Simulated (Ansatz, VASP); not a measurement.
**One calculation of S3O, two programs**

```
S O
1.0
     6.26806    0.00000    0.00000
    -3.13403    5.42830    0.00000
     0.00000    0.00000    3.24480
S O
6 2
Direct
  0.16927 0.33854 0.25000
  0.66146 0.83073 0.25000
  0.16927 0.83073 0.25000
  0.83073 0.66146 0.75000
  0.33854 0.16927 0.75000
  0.83073 0.16927 0.75000
  0.33333 0.66667 0.75000
  0.66667 0.33333 0.25000
```

Change from the starting cell: species swapped into the CdAu3 type (P6_3/mmc, No. 194).

Alike in both runs: functional PBE; dispersion D3(BJ); k mesh 3 × 3 × 6; occupations gaussian, width 0.1 eV; no spin polarisation.

Ansatz relaxed the structure, and its values are those at the end. VASP's run is a single point on that final structure, the one shown.

|  | VASP | Ansatz |
| --- | --- | --- |
| version | VASP 6.6.1 | Ansatz 0.2.0 |
| potentials or method | VASP PAW PBE potentials, release 64 (S, O), cutoff 520 eV | scalar-relativistic, plane waves, PAW |
| valence electrons in the cell | 48 | 48 |

|  | VASP | Ansatz | Ansatz less VASP |
| --- | --- | --- | --- |
| gap on the k mesh at the Fermi level (eV) | none | none | - |
| pressure (GPa) | -0.5 | -0.2 | +0.28 |
| rms of the force components (eV/Å) | 0.013 | 0.002 | -0.0115 |

A gap of «none» marks a metal or a gap that the smearing closes.

The k mesh is coarse, so the values compare programs but aren't converged.
